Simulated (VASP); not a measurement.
A run of VASP 6.6.1 is set up as follows.

POSCAR

```
Sn
1.0
    0.0000000000      3.1441078360      3.4585186196
    3.1441078360      0.0000000000      3.4585186196
    3.1441078360      3.1441078360      0.0000000000
Sn
2
Direct
    0.5000000000      0.5000000000      0.5000000000
    0.7500000000      0.7500000000      0.7500000000
```

File INCAR.step1:

```
PREC = Accurate ; ENCUT = 520
ISMEAR = 0 ; SIGMA = 0.15
LREAL = False ; LASPH = True
NELM = 60 ; NBANDS = 21
GGA = PE ; ALGO = Normal
EDIFF = 1E-4 ; LWAVE = True
LCHARG = False
```

INCAR.step2

```
PREC = Accurate ; ENCUT = 520
EDIFF = 1E-6 ; ISMEAR = 0
SIGMA = 0.15 ; LREAL = False
LASPH = True ; NELM = 60
ALGO = Normal ; ISIF = 2
LWAVE = False ; LCHARG = True
METAGGA = R2SCAN ; LMIXTAU = True
LELF = True ; LVHAR = True
NBANDS = 21 ; ISTART = 1
```

File KPOINTS:

```
regular mesh
0
Gamma
  14 14 14
```

Potentials or basis: VASP PAW PBE potentials, release 64 (Sn_d).

Run with:

```bash
$ cat potpaw_PBE.64/Sn_d/POTCAR > POTCAR
$ cp INCAR.step1 INCAR
$ mpirun -np 1 vasp_std > vasp.out
$ cp INCAR.step2 INCAR
$ mpirun -np 1 vasp_std > vasp.out
```

Predict the band gap on the k mesh.

zero (band 14 reaches 5.82 eV, above the bottom of band 15 at 5.58 eV).

Estimate the pressure.

1.5 GPa.

Stress tensor (GPa, compression positive):
```
 2.84  0.00  0.00
 0.00  2.84  0.00
 0.00  0.00 -1.09
```

Caveat: the PAW data sets were made with another functional, which shifts forces and pressure a little; spin-orbit coupling is left out, which moves the levels of the heavy elements.
